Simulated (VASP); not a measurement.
A run of VASP 6.6.1 is set up as follows.

Contents of INCAR:

```
PREC     = Accurate       # precision mode
ENCUT    = 520            # plane-wave cutoff, eV
EDIFF    = 1E-6           # SCF threshold, eV
ISMEAR   = 0              # smearing method
SIGMA    = 0.1            # smearing width, eV
LREAL    = F              # projectors in reciprocal space
LASPH    = T              # aspherical terms in the spheres
NELM     = 80             # most SCF steps
ALGO     = Normal         # electronic algorithm
ISIF     = 2              # what is computed and relaxed
LWAVE    = F              # write WAVECAR
LCHARG   = T              # write CHGCAR
GGA      = PE             # functional
LELF     = T              # ELF
LVHAR    = T            
NBANDS   = 10             # bands
```

File KPOINTS:

```
regular mesh
0
Gamma
  6 6 6
```

The input POSCAR:

```
Be
1.0
   -1.7713539900      1.7713539900      1.9419542200
    1.7713539900     -1.7713539900      1.9419542200
    1.7713539900      1.7713539900     -1.9419542200
Be
3
Direct
    0.0000000000      0.0000000000      0.0000000000
    0.5000000000      0.0000000000      0.5000000000
    0.0000000000      0.5000000000      0.5000000000
```

Potentials or basis: VASP PAW PBE potentials, release 64 (Be).

The run is started by

```bash
$ cat potpaw_PBE.64/Be/POTCAR > POTCAR
$ mpirun -np 1 vasp_std > vasp.out
```

Predict the band gap on the k mesh.

zero (band 3 reaches 7.38 eV, above the bottom of band 4 at 3.77 eV).

Estimate the pressure.

32.4 GPa.

Stress tensor (GPa, compression positive):
```
50.69  0.00  0.00
 0.00 50.69  0.00
 0.00  0.00 -4.05
```

Caveat: the k points lie up to 0.42 Å⁻¹ apart.
